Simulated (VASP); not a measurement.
Input of a VASP 6.6.1 run:

The input INCAR:

```
SYSTEM = Hf
  ALGO = Fast
  EDIFF = 1E-6
  ENCUT = 520
  GGA = PE
  ISIF = 2
  ISMEAR = 0
  LASPH = .TRUE.
  LCHARG = .FALSE.
  LREAL = .FALSE.
  LWAVE = .FALSE.
  NBANDS = 11
  NELM = 60
  PREC = Accurate
  SIGMA = 0.1
```

Contents of KPOINTS:

```
k-points
0
G
  16 16 16
  0 0 0
```

POSCAR

```
Hf
1.0
    0.0000000000      2.2426082613      2.2426082613
    2.2426082613      0.0000000000      2.2426082613
    2.2426082613      2.2426082613      0.0000000000
Hf
1
Direct
    0.0000000000      0.0000000000      0.0000000000
```

Potentials or basis: VASP PAW PBE potentials, release 64 (Hf_pv).

The run is started by

```sh
$ cat potpaw_PBE.64/Hf_pv/POTCAR > POTCAR
$ mpirun -np 1 vasp_std > vasp.out
```

Estimate the band gap on the k mesh.

zero (bands 5 and 6 overlap by 1.79 eV).

Predict the pressure.

-0.4 GPa.

Caveat: spin-orbit coupling is left out, which moves the levels of the heavy elements.
